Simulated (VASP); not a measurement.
Set up this calculation in VASP 6.6.1, as the native input.

| Item | Value |
| --- | --- |
| Task | single point |
| Functional | LDA |
| Potentials or basis | VASP PAW LDA potentials, release 64 (Na_pv) |
| Cutoff | 520 eV |
| k mesh | 8 × 8 × 8 |
| Occupations | gaussian, width 0.15 eV |
| Spin | no spin polarisation |
| Dipole correction | no |
| Further INCAR settings | ALGO = Fast; EDIFF = 1e-07; NBANDS = 10 |

The structure of Na lies in POSCAR:

```
Na
1.0
    7.0233428623      0.0000000000      0.2633753573
    0.0000000000      7.0233428623      0.0000000000
    0.2633753573      0.0000000000      7.0233428623
Na
1
Direct
    0.0000000000      0.0000000000      0.0000000000
```

This cell differs from its parent crystal: strain +0.0750 x Voigt [0, 0, 0, 0, 1, 0].

The input as run:

INCAR

```
  PREC = Accurate
  ENCUT = 520
  EDIFF = 1E-7
  ISMEAR = 0
  SIGMA = 0.15
  LREAL = False
  LASPH = True
  NELM = 100
  ALGO = Fast
  ISIF = 2
  LWAVE = False
  LCHARG = False
  NBANDS = 10
```

KPOINTS

```
Automatic mesh
0
Gamma
  8 8 8
```

Potentials or basis: VASP PAW LDA potentials, release 64 (Na_pv).

The run is started by

```bash
$ cat potpaw_LDA.64/Na_pv/POTCAR > POTCAR
$ mpirun -np 1 vasp_std > vasp.out
```

Results of the run:

| Property | Result |
| --- | --- |
| Pressure | -0.1 GPa |
| Band gap on the k mesh | zero (an odd number of electrons rules out a gap without spin polarisation) |

Caveat: the cell differs from its parent crystal (strain +0.0750 x Voigt [0, 0, 0, 0, 1, 0]).

Wall time 2.8 min on 1 thread of Intel(R) Xeon(R) 6975P-C (Granite Rapids), with other jobs on the host, peak memory 0.49 GiB.
